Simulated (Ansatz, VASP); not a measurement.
## One calculation of Si, two programs

```
CELL_PARAMETERS angstrom
0.00000 2.71692 2.71692
2.71692 0.00000 2.71692
2.71692 2.71692 0.00000
ATOMIC_POSITIONS crystal
Si 0.75000 0.75000 0.75000
Si 0.50000 0.50000 0.50000
```

Alike in both runs: functional PBEsol; k mesh 8 × 8 × 8; occupations gaussian, width 0.02 eV; no spin polarisation.

Ansatz relaxed the structure, and its values are those at the end. VASP's run is a single point on that final structure, the one shown.

|  | VASP | Ansatz |
| --- | --- | --- |
| version | VASP 6.6.1 | Ansatz 0.2.0 |
| potentials or method | VASP PAW PBE potentials, release 64 (Si), cutoff 520 eV | scalar-relativistic, plane waves, PAW |
| valence electrons in the cell | 8 | 8 |

Ansatz gave:

| Item | Value |
| --- | --- |
| gap on the k mesh at the Fermi level (eV) | 0.51 |
| least direct gap on the mesh (eV) | 2.52 |
| pressure (GPa) | 0.0 |

**Question.** Which values does VASP return?

**Answer.** gap on the k mesh at the Fermi level (eV): 0.51; least direct gap on the mesh (eV): 2.52; pressure (GPa): 0.1.

VASP's potentials were made for PBE, not for PBEsol.
